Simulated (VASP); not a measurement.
# B (Fm-3m) in VASP: further runs, part 2 of 2

VASP 6.6.1.

## (5) Single point, LDA, non-collinear spin, zero start, spin-orbit coupling

This run uses another cell than the first one, of 5.70 Å³/atom, 0.893 times its volume.

INCAR reads:

```
PREC = Accurate
ENCUT = 520
EDIFF = 1E-6
ISMEAR = -1
SIGMA = 0.1
LREAL = F
LASPH = T
NELM = 150
ALGO = Normal
ISIF = 2
LWAVE = F
LCHARG = F
MAGMOM = 0 0 0
LORBIT = 11
LSORBIT = T
GGA_COMPAT = F
LORBMOM = T
GGA = CA
NBANDS = 14
```

KPOINTS reads:

```
Automatic mesh
0
Gamma
  19 19 19
```

POSCAR reads:

```
B
1.0
    0.0000000000      1.4175125177      1.4175125177
    1.4175125177      0.0000000000      1.4175125177
    1.4175125177      1.4175125177      0.0000000000
B
1
Direct
    0.0000000000      0.0000000000      0.0000000000
```

Potentials or basis: VASP PAW LDA potentials, release 64 (B).

The run is started by

```console
$ cat potpaw_LDA.64/B/POTCAR > POTCAR
$ mpirun -np 1 vasp_ncl > vasp.out
```

OUTCAR:

```text
PREC = Accurate
   ENCUT = 520
   EDIFF = 1E-6
   ISMEAR = -1
   LREAL = F
   LASPH = T
   NELM = 150
   ISIF = 2
   LORBIT = 11
   LSORBIT = T
   GGA = CA

 ion  position               nearest neighbor table
   1  0.000  0.000  0.000-

  LATTYP: Found a face centered cubic cell.
 ALAT       =     2.8350250354

  Lattice vectors:

 A1 = (   0.0000000000,   1.4175125177,   1.4175125177)
 A2 = (   1.4175125177,   0.0000000000,   1.4175125177)
 A3 = (   1.4175125177,   1.4175125177,   0.0000000000)

Analysis of symmetry for initial positions (statically):
=====================================================================
 Subroutine PRICEL returns:
 Original cell was already a primitive cell.

 Routine SETGRP: Setting up the symmetry group for a
 face centered cubic supercell.

 Subroutine GETGRP returns: Found 48 space group operations
 (whereof 48 operations were pure point group operations)
 out of a pool of 48 trial point group operations.

The static configuration has the point symmetry O_h .

Analysis of symmetry for dynamics (positions and initial velocities):
=====================================================================
 Subroutine PRICEL returns:
 Original cell was already a primitive cell.

 Routine SETGRP: Setting up the symmetry group for a
 face centered cubic supercell.

 Subroutine GETGRP returns: Found 48 space group operations
 (whereof 48 operations were pure point group operations)
 out of a pool of 48 trial point group operations.

The dynamic configuration has the point symmetry O_h .

Analysis of structural, dynamic, and magnetic symmetry:
=====================================================================
 Subroutine PRICEL returns:
 Original cell was already a primitive cell.

 Routine SETGRP: Setting up the symmetry group for a
 face centered cubic supercell.

 Subroutine GETGRP returns: Found 48 space group operations
 (whereof 48 operations were pure point group operations)
 out of a pool of 48 trial point group operations.

The overall configuration has the point symmetry O_h .

 Subroutine INISYM returns: Found 48 space group operations
 (whereof 48 operations are pure point group operations),
 and found     1 'primitive' translations

----------------------------------------------------------------------------------------

                                     Primitive cell

  volume of cell :       5.6965

  direct lattice vectors                    reciprocal lattice vectors
     0.000000000  1.417512518  1.417512518    -0.352730571  0.352730571  0.352730571
     1.417512518  0.000000000  1.417512518     0.352730571 -0.352730571  0.352730571
     1.417512518  1.417512518  0.000000000     0.352730571  0.352730571 -0.352730571

  length of vectors
     2.004665427  2.004665427  2.004665427     0.610947271  0.610947271  0.610947271

  position of ions in fractional coordinates (direct lattice)
     0.000000000  0.000000000  0.000000000

  ion indices of the primitive-cell ions
   primitive index   ion index
                 1           1

----------------------------------------------------------------------------------------

 KPOINTS: Automatic mesh

Automatic generation of k-mesh.
 Grid dimensions read from file:
 generate k-points for:   19   19   19

 Generating k-lattice:

  Cartesian coordinates                     Fractional coordinates (reciprocal lattice)
    -0.018564767  0.018564767  0.018564767     0.052631579  0.000000000  0.000000000
[... 98 lines left out ...]

 number of electron       3.0000000 magnetization       0.0000000      0.0000000     -0.0000000

 Free energy of the ion-electron system (eV)
  ---------------------------------------------------
  ext. energy  EPLUGINS =         0.00000000
  ---------------------------------------------------
  free energy    TOTEN  =        -6.12083017 eV

  energy without entropy =       -6.11477424  energy(sigma->0) =       -6.11780220

 E-fermi :  11.2323     XC(G=0): -13.1693

 val. band max:       11.2271967956   @ k =   0.4737   0.2105   0.1053
 cond. band min:      11.4191324356   @ k =   0.3684   0.0526   0.0000
 fundamental gap:      0.1919356400
 Fermi energy:        11.2322775592

 k-point     1 :       0.0000    0.0000    0.0000
  band No.  band energies     occupation
      1      -8.2488      1.00000
      2      -8.2488      1.00000
      3      27.3228      0.00000
      4      27.3228      0.00000
      5      27.3355      0.00000
      6      27.3355      0.00000
      7      27.3355      0.00000
      8      27.3355      0.00000
      9      44.3883      0.00000
     10      44.3883      0.00000
     11      44.3883      0.00000
     12      44.3883      0.00000
     13      44.3883      0.00000
     14      44.3883      0.00000
[... 377 lines left out ...]
      1      -4.6935      1.00000
      2      -4.6935      1.00000
      3      15.4011      0.00000
      4      15.4011      0.00000
      5      24.0607      0.00000
      6      24.0607      0.00000
      7      25.8613      0.00000
      8      25.8613      0.00000
      9      41.8529      0.00000
     10      41.8529      0.00000
     11      43.3466      0.00000
     12      43.3466      0.00000
     13      43.8478      0.00000
     14      43.8478      0.00000

 [... further k-points ...]
[... 5 lines left out ...]
  --------------------------------------------------------------------------------------
  -------------------------------------------------------------------------------------
  Total        0.0164314      0.0164314      0.0164314     -0.0000000      0.0000000     -0.0000000
  in kB        4.6214038      4.6214038      4.6214038     -0.0000000      0.0000000     -0.0000000
  external PRESSURE =       4.6214038 kB  Pullay stress =       0.0000000 kB

 VOLUME and BASIS-vectors are now :
 -----------------------------------------------------------------------------
  energy-cutoff  :      520.00
  volume of cell :        5.70
      direct lattice vectors                 reciprocal lattice vectors
     0.000000000  1.417512518  1.417512518    -0.352730571  0.352730571  0.352730571
     1.417512518  0.000000000  1.417512518     0.352730571 -0.352730571  0.352730571
     1.417512518  1.417512518  0.000000000     0.352730571  0.352730571 -0.352730571

 POSITION                                       TOTAL-FORCE (eV/Angst)
 -----------------------------------------------------------------------------------
      0.00000      0.00000      0.00000         0.000000      0.000000      0.000000
 -----------------------------------------------------------------------------------
    total drift:                               -0.000000     -0.000000     -0.000000

  FREE ENERGIE OF THE ION-ELECTRON SYSTEM (eV)
  ---------------------------------------------------
  free  energy   TOTEN  =        -6.1208301685 eV

  energy  without entropy=       -6.1147742370  energy(sigma->0) =       -6.11780220

 orbital moment (x)

 # of ion     p       tot
 --------------------------------
  1         0.000   0.000
 --------------------------------
            0.000   0.000

 orbital moment (y)

 # of ion     p       tot
 --------------------------------
  1         0.000   0.000
 --------------------------------
            0.000   0.000

 orbital moment (z)

 # of ion     p       tot
 --------------------------------
  1         0.000   0.000
 --------------------------------
            0.000   0.000

 Spin-Orbit-Coupling matrix elements

 Ion:    1  E_soc:     -0.0000025
 l=   1
     0.0000000    -0.0000004    -0.0000004
    -0.0000004     0.0000000    -0.0000004
    -0.0000004    -0.0000004     0.0000000
 l=   2
     0.0000000     0.0000000     0.0000000     0.0000000     0.0000000
     0.0000000     0.0000000     0.0000000     0.0000000     0.0000000
     0.0000000     0.0000000     0.0000000     0.0000000     0.0000000
     0.0000000     0.0000000     0.0000000     0.0000000     0.0000000
     0.0000000     0.0000000     0.0000000     0.0000000     0.0000000
 l=   3
     0.0000000     0.0000000     0.0000000     0.0000000     0.0000000     0.0000000     0.0000000
     0.0000000     0.0000000     0.0000000     0.0000000     0.0000000     0.0000000     0.0000000
     0.0000000     0.0000000     0.0000000     0.0000000     0.0000000     0.0000000     0.0000000
     0.0000000     0.0000000     0.0000000     0.0000000     0.0000000     0.0000000     0.0000000
     0.0000000     0.0000000     0.0000000     0.0000000     0.0000000     0.0000000     0.0000000
     0.0000000     0.0000000     0.0000000     0.0000000     0.0000000     0.0000000     0.0000000
     0.0000000     0.0000000     0.0000000     0.0000000     0.0000000     0.0000000     0.0000000

 total charge

# of ion       s       p       d       tot
------------------------------------------
    1        0.652   1.178   0.000   1.830

 magnetization (x)

# of ion       s       p       d       tot
------------------------------------------
    1        0.000   0.000   0.000   0.000

 magnetization (y)

# of ion       s       p       d       tot
------------------------------------------
    1        0.000  -0.000   0.000  -0.000

 magnetization (z)

# of ion       s       p       d       tot
------------------------------------------
    1        0.000   0.000   0.000   0.000
```

Run time: 7.7 s. Hardware: 1 thread of Intel Xeon 6975P-C (Granite Rapids), shared host; peak memory 0.13 GiB.

What came out:

* Free energy: -6.1208 eV
* Pressure: 0.5 GPa
* Net moment: 0.00 μB per cell
* Valence electrons inside the program's atomic spheres: B 1.83

Moments on the atoms (μB; x, y, z):
```
B   0.00 0.00 0.00
```

## (6) Overview

| task | spin | cell | k mesh | cutoff (eV) | gap on the mesh (eV) | pressure (GPa) |
| --- | --- | --- | --- | --- | --- | --- |
| single point | off | a = 2.082 Å, angles 60.0°, 1 atom | 21 × 21 × 21 | 520 | none | -26.2 |
| relaxation of cell and atoms | off | relaxed from a = 2.101 Å, angles 60.0°, 1 atom | 18 × 18 × 18 | 600 | none | 0.1 |
| single point | off | a = 2.005 Å, angles 60.0°, 1 atom | 31 × 31 × 31 | 520 | none | 0.5 |
| single point | non-collinear, zero start, SOC | a = 2.005 Å, angles 60.0°, 1 atom | 19 × 19 × 19 | 520 | - | 0.5 |

Alike in all rows: level LDA; potentials or basis VASP PAW LDA potentials, release 64 (B); smearing fermi-dirac 0.1 eV.

Absolute energies hang on the potentials; compare differences alone.
